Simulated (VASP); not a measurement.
Set up this calculation in VASP 6.6.1, as the native input.

- Task: density of states
- Functional: LDA
- Potentials or basis: VASP PAW LDA potentials, release 64 (Te, Sn_d)
- Cutoff: 520 eV
- k mesh: 4 × 4 × 4
- Occupations: fermi-dirac, width 0.05 eV
- Spin: no spin polarisation
- Dipole correction: no
- k mesh for the DOS: 6 × 6 × 6
- Occupations for the DOS: tetrahedron
- Further INCAR settings: ALGO = Normal; EDIFF = 1e-06

Crystal: SnTe.

```
CELL_PARAMETERS angstrom
0.00000 3.61115 3.61115
3.61115 0.00000 3.61115
3.61115 3.61115 0.00000
ATOMIC_POSITIONS crystal
Te 0.25000 0.25000 0.25000
Sn 0.00000 0.00000 0.00000
```

One way to write it, as run:

POSCAR

```
SnTe
1.0
    0.0000000000      3.6111460000      3.6111460000
    3.6111460000      0.0000000000      3.6111460000
    3.6111460000      3.6111460000      0.0000000000
Te Sn
1 1
Direct
    0.2500000000      0.2500000000      0.2500000000
    0.0000000000      0.0000000000      0.0000000000
```

INCAR.step1

```
ALGO = Normal
EDIFF = 1E-6
ENCUT = 520
GGA = CA
ISIF = 2
ISMEAR = -1
LASPH = True
LCHARG = True
LREAL = False
LWAVE = False
NBANDS = 17
NELM = 100
PREC = Accurate
SIGMA = 0.05
```

KPOINTS.step1

```
k-points
0
Gamma
  4 4 4
```

INCAR.step2

```
ALGO = Normal
EDIFF = 1E-6
ENCUT = 520
GGA = CA
ICHARG = 11
ISIF = 2
ISMEAR = -5
LASPH = True
LCHARG = False
LORBIT = 10
LREAL = False
LWAVE = False
NEDOS = 1001
NELM = 100
PREC = Accurate
SIGMA = 0.05
```

KPOINTS.step2

```
k-points
0
Gamma
  6 6 6
```

Potentials or basis: VASP PAW LDA potentials, release 64 (Te, Sn_d).

Launch:

```bash
$ cat potpaw_LDA.64/Te/POTCAR potpaw_LDA.64/Sn_d/POTCAR > POTCAR
$ cp INCAR.step1 INCAR
$ cp KPOINTS.step1 KPOINTS
$ mpirun -np 1 vasp_std > vasp.out
$ cp INCAR.step2 INCAR
$ cp KPOINTS.step2 KPOINTS
$ mpirun -np 1 vasp_std > vasp.out
```

Results of the run:

```json
{
 "Valence electrons inside the program's atomic spheres": "Te 3.38; Sn 12.06"
}
```

Caveat: spin-orbit coupling is left out, which moves the levels of the heavy elements.

Run time: 12 s on 1 thread of Intel(R) Xeon(R) 6975P-C (Granite Rapids), with other jobs on the host, peak memory 0.19 GiB.
